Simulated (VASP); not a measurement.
# TlBr: single point with PBE

Crystal: TlBr.

```
Tl Br
1.0
     3.99491    0.00000    0.00000
     0.00000    3.99491    0.00000
     0.00000    0.00000    3.99491
Tl Br
1 1
Cartesian
  0.0000 0.0000 0.0000
  1.9975 1.9975 1.9975
```

* Program: VASP 6.6.1
* Task: single point
* Functional: PBE
* Potentials or basis: VASP PAW PBE potentials, release 64 (Tl_d, Br)
* Cutoff: 500 eV
* k mesh: 2 × 2 × 2
* Occupations: gaussian, width 0.01 eV
* Spin: no spin polarisation
* Dipole correction: no
* Further INCAR settings: ALGO = Normal; EDIFF = 1e-06; NBANDS = 17

* Pressure: 4.2 GPa
* Band gap on the k mesh: 1.76 eV

Levels at points of the mesh, in eV from the valence-band top:
```
           k point  band 8  band 9  band 10  band 11  band 12  band 13
(0.00, 0.00, 0.00)   -1.19   -1.19    -1.19     6.98     6.98     7.04
(0.50, 0.00, 0.00)   -0.68   -0.68     0.00     1.76     5.60     5.60
(0.50, 0.50, 0.00)   -2.84   -2.84    -0.59     4.77     4.77     7.14
(0.50, 0.50, 0.50)   -1.80   -1.80    -1.80     2.03     2.03     2.03
```

Wall time 4.9 s on 1 thread of AMD EPYC 7R13 Processor (Zen 3), with other jobs on the host, peak memory 0.13 GiB.

Caveat: the k points lie up to 0.79 Å⁻¹ apart; spin-orbit coupling is left out, which moves the levels of the heavy elements. A k mesh can miss the band edges.
